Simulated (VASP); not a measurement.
# CuSn3 (I4/mmm) in VASP: a series of runs

CuSn3 is run at these levels: PBEsol; tasks: single point.

All numbers are computed with VASP 6.6.1; they aren't measurements. Logs are shortened: lines on timing, memory, paths and dates and some standing lists are left out, and cuts for length are marked.

### 1 The cell of the first run

It takes space group I4/mmm (No. 139, tetragonal). The conventional cell has a = 4.480 Å, b = 4.480 Å, c = 9.741 Å, α = 90.00°, β = 90.00°, γ = 90.00°. Within 4.2 Å of Sn (site symmetry 4/mmm) lie 4 Cu at 3.17 Å and 8 Sn at 3.31 Å. Within 4.2 Å of Sn (site symmetry -4m2) lie 8 Sn at 3.17 to 3.31 Å and 4 Cu at 3.31 Å. Cu (site symmetry 4/mmm) has 12 Sn at 3.17 to 3.31 Å within 4.2 Å.

### 2 Single point, PBEsol

INCAR

```
SYSTEM = CuSn3
  ALGO = Fast
  EDIFF = 1E-6
  ENCUT = 520
  GGA = PS
  ISIF = 2
  ISMEAR = -1
  LASPH = .True.
  LCHARG = .False.
  LREAL = .False.
  LWAVE = .False.
  NBANDS = 34
  NELM = 100
  PREC = Accurate
  SIGMA = 0.05
```

KPOINTS

```
k-points
0
Gamma
  8 8 8
  0 0 0
```

POSCAR

```
CuSn3
1.0
   -2.2399030000      2.2399030000      4.8707040000
    2.2399030000     -2.2399030000      4.8707040000
    2.2399030000      2.2399030000     -4.8707040000
Sn Cu
3 1
Direct
    0.5000000000      0.5000000000      0.0000000000
    0.2500000000      0.7500000000      0.5000000000
    0.7500000000      0.2500000000      0.5000000000
    0.0000000000      0.0000000000      0.0000000000
```

Potentials or basis: VASP PAW PBE potentials, release 64 (Sn_d, Cu).

Launch:

```console
$ cat potpaw_PBE.64/Sn_d/POTCAR potpaw_PBE.64/Cu/POTCAR > POTCAR
$ mpirun -np 1 vasp_std > vasp.out
```

OUTCAR:

```text
SYSTEM = CuSn3
   EDIFF = 1E-6
   ENCUT = 520
   GGA = PS
   ISIF = 2
   ISMEAR = -1
   LASPH = .True.
   LREAL = .False.
   NELM = 100
   PREC = Accurate

 ion  position               nearest neighbor table
   1  0.500  0.500  0.000-   4 3.17   4 3.17   4 3.17   4 3.17   3 3.31   2 3.31   3 3.31   3 3.31
                             2 3.31   2 3.31   3 3.31   2 3.31
   2  0.250  0.750  0.500-   3 3.17   3 3.17   3 3.17   3 3.17   1 3.31   1 3.31   1 3.31   1 3.31

   3  0.750  0.250  0.500-   2 3.17   2 3.17   2 3.17   2 3.17   1 3.31   1 3.31   1 3.31   1 3.31

   4  0.000  0.000  0.000-   1 3.17   1 3.17   1 3.17   1 3.17

  LATTYP: Found a body centered tetragonal cell.
 ALAT       =     4.4798060000
 C/A-ratio  =     2.1745155929

  Lattice vectors:

 A1 = (  -2.2399030000,   2.2399030000,   4.8707040000)
 A2 = (   2.2399030000,  -2.2399030000,   4.8707040000)
 A3 = (   2.2399030000,   2.2399030000,  -4.8707040000)

Analysis of symmetry for initial positions (statically):
=====================================================================
 Subroutine PRICEL returns:
 Original cell was already a primitive cell.

 Routine SETGRP: Setting up the symmetry group for a
 body centered tetragonal supercell.

 Subroutine GETGRP returns: Found 16 space group operations
 (whereof 16 operations were pure point group operations)
 out of a pool of 16 trial point group operations.

The static configuration has the point symmetry D_4h.

Analysis of symmetry for dynamics (positions and initial velocities):
=====================================================================
 Subroutine PRICEL returns:
 Original cell was already a primitive cell.

 Routine SETGRP: Setting up the symmetry group for a
 body centered tetragonal supercell.

 Subroutine GETGRP returns: Found 16 space group operations
 (whereof 16 operations were pure point group operations)
 out of a pool of 16 trial point group operations.

The dynamic configuration has the point symmetry D_4h.

 Subroutine INISYM returns: Found 16 space group operations
 (whereof 16 operations are pure point group operations),
 and found     1 'primitive' translations

----------------------------------------------------------------------------------------

                                     Primitive cell

  volume of cell :      97.7485

  direct lattice vectors                    reciprocal lattice vectors
[... 86 lines left out ...]
   LNONCOLLINEAR =      F non collinear calculations
   LSORBIT =      F    spin-orbit coupling
   LASPH  =      T    aspherical Exc in radial PAW
   ENCUT  =  520.0 eV  38.22 Ry    6.18 a.u.  10.80 10.80 10.80*2*pi/ulx,y,z
   NELM   =    100;   NELMIN=  2; NELMDL= -5     # of ELM steps
   EDIFF  = 0.1E-05   stopping-criterion for ELM
   LREAL  =      F    real-space projection
   EDIFFG = 0.1E-04   stopping-criterion for IOM
   NSW    =      0    number of steps for IOM
   IBRION =     -1    ionic relax: 0-MD 1-quasi-New 2-CG
   NFREE  =      0    steps in history (QN), initial steepest desc. (CG)
   ISIF   =      2    stress and relaxation
   ISYM   =      2    0-nonsym 1-usesym 2-fastsym
   POTIM  = 0.5000    time-step for ionic-motion
   TEBEG  =    0.0;   TEEND  =   0.0 temperature during run
   PSTRESS=    0.0 pullay stress
   NELECT =      53.0000    total number of electrons
   NUPDOWN=      -1.0000    fix difference up-down
   EMIN   =  10.00;   EMAX   =-10.00  energy-range for DOS
   EFERMI =   0.00;   METHOD = LEGACY
   ISMEAR =    -1;   SIGMA  =   0.05  broadening in eV -4-tet -1-fermi 0-gaus
   EFERMI_NEDOS =   21; number of points for ismear=-14 and -15
   IALGO  =     68    algorithm
   IMIX   =      4    mixing-type and parameters
     AMIX     =   0.40;   BMIX     =  1.00
     AMIX_MAG =   1.60;   BMIX_MAG =  1.00
  volume/ion in A,a.u.               =      24.44       164.91
  Fermi-wavevector in a.u.,A,eV,Ry     =   1.334945  2.522680 24.246649  1.782078
  Thomas-Fermi vector in A             =   2.463687
   LORBIT       =      0    0 simple, 1 ext, 2 COOP (PROOUT), +10 PAW based schemes
   GGA     = PS    functional components
   LHFCALC =     F    Hartree Fock is set to
   AEXX    =    0.0000 exact exchange contribution
   IVDW    =     0    specifies the selected vdW correction
   LEPSILON=     F    determine dielectric tensor
   LRPA    =     F    only Hartree local field effects (RPA)
 non-spin polarized calculation
 RMM-DIIS sequential band-by-band and
  energy-cutoff  :      520.00
  volume of cell :       97.75
 maximum number of plane-waves:      2682
 NGX is ok and might be reduce to    48
   NGX = 21   NGY = 21   NGZ = 21

 number of electron      53.0000000 magnetization

 Free energy of the ion-electron system (eV)
  ---------------------------------------------------
  ext. energy  EPLUGINS =         0.00000000
  ---------------------------------------------------
  free energy    TOTEN  =       -16.11568285 eV

  energy without entropy =      -16.09877823  energy(sigma->0) =      -16.10723054

 E-fermi :   7.3395     XC(G=0): -10.6038

 val. band max:        7.3048284199   @ k =  -0.1250   0.2500   0.1250
 cond. band min:       7.3482409289   @ k =   0.3750   0.2500   0.0000
 fundamental gap:      0.0434125090
 Fermi energy:         7.3395341943

 k-point     1 :       0.0000    0.0000    0.0000
  band No.  band energies     occupation
      1     -14.1993      2.00000
      2     -14.0886      2.00000
      3     -14.0853      2.00000
      4     -14.0341      2.00000
      5     -14.0341      2.00000
      6     -14.0337      2.00000
[... 877 lines left out ...]
     33      13.1906      0.00000
     34      13.9486      0.00000

 [... further k-points ...]
[... 5 lines left out ...]
  --------------------------------------------------------------------------------------
  -------------------------------------------------------------------------------------
  Total       -2.4708719     -2.4708719     -2.6635435      0.0000000      0.0000000      0.0000000
  in kB      -40.4995928    -40.4995928    -43.6576367      0.0000000      0.0000000      0.0000000
  external PRESSURE =     -41.5522741 kB  Pullay stress =       0.0000000 kB

 VOLUME and BASIS-vectors are now :
 -----------------------------------------------------------------------------
  energy-cutoff  :      520.00
  volume of cell :       97.75
      direct lattice vectors                 reciprocal lattice vectors
    -2.239903000  2.239903000  4.870704000     0.000000000  0.223223952  0.102654565
     2.239903000 -2.239903000  4.870704000     0.223223952  0.000000000  0.102654565
     2.239903000  2.239903000 -4.870704000     0.223223952  0.223223952  0.000000000

 POSITION                                       TOTAL-FORCE (eV/Angst)
 -----------------------------------------------------------------------------------
      0.00000      0.00000      4.87070        -0.000000      0.000000     -0.000000
      2.23990      0.00000      2.43535         0.000000      0.000000      0.000000
      0.00000      2.23990      2.43535        -0.000000     -0.000000     -0.000000
      0.00000      0.00000      0.00000        -0.000000      0.000000     -0.000000
 -----------------------------------------------------------------------------------
    total drift:                                0.000000     -0.000000      0.000000

  FREE ENERGIE OF THE ION-ELECTRON SYSTEM (eV)
  ---------------------------------------------------
  free  energy   TOTEN  =       -16.1156828499 eV

  energy  without entropy=      -16.0987782316  energy(sigma->0) =      -16.10723054
```

stdout:

```text
POSCAR found type information on POSCAR SnCu
 POSCAR found :  2 types and       4 ions
 scaLAPACK will be used
 -----------------------------------------------------------------------------
|                                                                             |
|                                                                             |
|     You enforced a specific xc type in the INCAR file but a different       |
|     I HOPE YOU KNOW WHAT YOU ARE DOING!                                     |
|                                                                             |
 -----------------------------------------------------------------------------

 LDA part: xc-table for (Slater+PW92), standard interpolation
 POSCAR, INCAR and KPOINTS ok, starting setup
 FFT: planning ... GRIDC
 FFT: planning ... GRID_SOFT
 FFT: planning ... GRID
 WAVECAR not read
 entering main loop
```

It took 3.9 min on 1 thread of Intel Xeon 6975P-C (Granite Rapids), shared host; peak memory 0.42 GiB.

Results:

* Free energy: -16.1157 eV
* Pressure: -4.2 GPa
* Band gap on the k mesh: zero (an odd number of electrons rules out a gap without spin polarisation)

Caveat: the cell stands under tension; the PAW data sets were made with another functional, which shifts forces and pressure a little; spin-orbit coupling is left out, which moves the levels of the heavy elements.

### 3 Single point, PBEsol

This run uses another cell than the first one, of 24.93 Å³/atom.

INCAR

```
SYSTEM = CuSn3
PREC = Accurate
ENCUT = 520
EDIFF = 1E-6
ISMEAR = -1
SIGMA = 0.05
LREAL = .FALSE.
LASPH = .TRUE.
NELM = 80
ALGO = Fast
ISIF = 2
LWAVE = .FALSE.
LCHARG = .TRUE.
GGA = PS
LELF = .TRUE.
LVHAR = .TRUE.
NBANDS = 34
```

KPOINTS

```
Automatic mesh
0
G
  8 8 8
  0 0 0
```

POSCAR

```
CuSn3
1.0
   -2.2547372270      2.2547372270      4.9029612579
    2.2547372270     -2.2547372270      4.9029612579
    2.2547372270      2.2547372270     -4.9029612579
Sn Cu
3 1
Direct
    0.5000000000      0.5000000000      0.0000000000
    0.2500000000      0.7500000000      0.5000000000
    0.7500000000      0.2500000000      0.5000000000
    0.0000000000      0.0000000000      0.0000000000
```

Potentials or basis: VASP PAW PBE potentials, release 64 (Sn_d, Cu).

Launch:

```console
$ cat potpaw_PBE.64/Sn_d/POTCAR potpaw_PBE.64/Cu/POTCAR > POTCAR
$ mpirun -np 1 vasp_std > vasp.out
```

Wall time 4.5 min (1 thread of Intel Xeon 6975P-C (Granite Rapids), shared host); peak memory 0.43 GiB.

It converged, with:

```yaml
Free_energy: -16.0613 eV
Pressure: -5.0 GPa
Band_gap_on_the_k_mesh: zero (an odd number of electrons rules out a gap without spin polarisation)
```

Stress tensor (GPa, compression positive):
```
-4.88  0.00  0.00
 0.00 -4.88  0.00
 0.00  0.00 -5.21
```

Levels at points of the mesh, in eV from the Fermi level:
| k point | band 22 | band 23 | band 24 | band 25 | band 26 | band 27 | band 28 | band 29 | band 30 | band 31 |
| --- | --- | --- | --- | --- | --- | --- | --- | --- | --- | --- |
| (0.00, 0.00, 0.00) | -2.54 | -2.26 | -1.95 | -0.96 | -0.96 | -0.09 | -0.09 | 0.45 | 1.44 | 1.51 |
| (0.50, 0.00, 0.00) | -2.32 | -2.19 | -1.91 | -0.05 | -0.04 | 0.03 | 0.27 | 2.10 | 2.61 | 3.18 |
| (0.50, 0.50, 0.00) | -2.52 | -2.17 | -2.13 | -2.03 | -1.96 | 0.25 | 0.86 | 0.87 | 1.29 | 6.31 |
| (0.50, 0.50, 0.50) | -2.27 | -2.27 | -2.26 | -1.99 | -0.85 | 2.74 | 2.74 | 2.76 | 2.79 | 3.95 |

Caveat: the cell stands under tension; the PAW data sets were made with another functional, which shifts forces and pressure a little; spin-orbit coupling is left out, which moves the levels of the heavy elements.

(Continued in part 2 of 2.)

The gap in the log of VASP goes by the Fermi energy; the results here count the filled bands.